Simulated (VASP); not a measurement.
Input of a VASP 6.6.1 run:

Contents of INCAR:

```
PREC     = Accurate       # precision mode
ENCUT    = 520            # plane-wave cutoff, eV
EDIFF    = 1E-6           # SCF threshold, eV
ISMEAR   = 0              # smearing method
SIGMA    = 0.1            # smearing width, eV
LREAL    = F              # projectors in reciprocal space
LASPH    = T              # aspherical terms in the spheres
NELM     = 60             # most SCF steps
ALGO     = Normal         # electronic algorithm
ISIF     = 2              # what is computed and relaxed
LWAVE    = F              # write WAVECAR
LCHARG   = T              # write CHGCAR
GGA      = PE             # functional
LELF     = T              # ELF
LVHAR    = T            
NBANDS   = 42             # bands
```

The input KPOINTS:

```
regular mesh
0
Gamma
  4 4 4
```

POSCAR

```
LiF
1.0
    5.5976897696      0.0000000000      0.0000000000
    0.0000000000      4.8560342029      2.4277482471
    0.0000000000     -4.8560342029      2.4277482471
Li F
6 6
Direct
    0.3393133055      0.3987771141      0.2113756631
    0.6606866945      0.2113756631      0.3987771141
    0.3393133055      0.7113756631      0.8987771141
    0.6606866945      0.8987771141      0.7113756631
    0.8426860332      0.5553156216      0.0553156216
    0.1573139668      0.0553156216      0.5553156216
    0.6737068148      0.2888809308      0.1005313373
    0.3262931852      0.1005313373      0.2888809308
    0.6737068148      0.6005313373      0.7888809308
    0.3262931852      0.7888809308      0.6005313373
    0.1667331014      0.4451193331      0.9451193331
    0.8332668986      0.9451193331      0.4451193331
```

Potentials or basis: VASP PAW PBE potentials, release 64 (Li_sv, F).

The run is started by

```bash
$ cat potpaw_PBE.64/Li_sv/POTCAR potpaw_PBE.64/F/POTCAR > POTCAR
$ mpirun -np 1 vasp_std > vasp.out
```

Problem. Predict the largest force.

Solution. 0.005 eV/Å.

Problem. Estimate the band gap on the k mesh.

Solution. 7.23 eV, direct.

Forces on the atoms (eV/Å):
```
Li  -0.002  0.001 -0.003
Li   0.002 -0.001 -0.003
Li  -0.002 -0.001 -0.003
Li   0.002  0.001 -0.003
Li   0.004  0.000 -0.001
Li  -0.004  0.000 -0.001
F   -0.003 -0.002  0.004
F    0.003  0.002  0.004
F   -0.003  0.002  0.004
F    0.003 -0.002  0.004
F   -0.002  0.000  0.000
F    0.002  0.000  0.000
```

 A hybrid or GW would open this gap; PBE tends to underestimate it.
